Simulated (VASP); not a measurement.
Sb: elastic constants with LDA

Crystal: Sb.

```
Sb
1.0
     2.15420    1.24373    3.75800
    -2.15420    1.24373    3.75800
     0.00000   -2.48746    3.75800
Sb
2
Cartesian
  0.0000 0.0000 8.6416
  0.0000 0.0000 2.6324
```

| Item | Value |
| --- | --- |
| Program | VASP 6.6.1 |
| Task | elastic constants |
| Functional | LDA |
| Potentials or basis | VASP PAW LDA potentials, release 64 (Sb) |
| Cutoff | 600 eV |
| k mesh | 6 × 6 × 6 |
| Occupations | fermi-dirac, width 0.05 eV |
| Spin | no spin polarisation |
| Dipole correction | no |
| Ions in elastic constants | relaxed |
| Further INCAR settings | ALGO = Normal; EDIFF = 1e-08; NBANDS = 12; IBRION = 6; POTIM = 0.015; NSW = 1; ISIF = 3 |

```
Voigt bulk modulus            : 43 GPa
Highest phonon frequency at Γ : 150 cm⁻¹
```

Phonon frequencies in cm⁻¹ (negative: imaginary):
```tsv
q point	frequencies
(0.000, 0.000, 0.000)	0 0 0 106 106 150
```

Elastic tensor in Voigt notation (GPa, in the Cartesian axes of the cell as first typed):
```
 95  22  26 -21   0   0
 22  95  26  21   0   0
 26  26  52   0   0   0
-21  21   0  34   0   0
  0   0   0   0  34 -21
  0   0   0   0 -21  37
```

Clamped-ion elastic tensor (GPa):
```
110  31  41 -28   0   0
 31 110  41  28   0   0
 41  41  71   0   0   0
-28  28   0  53   0   0
  0   0   0   0  53 -28
  0   0   0   0 -28  40
```

Wall time 11 min on 1 thread of Intel Xeon 8259CL (shared host), peak memory 0.31 GiB.
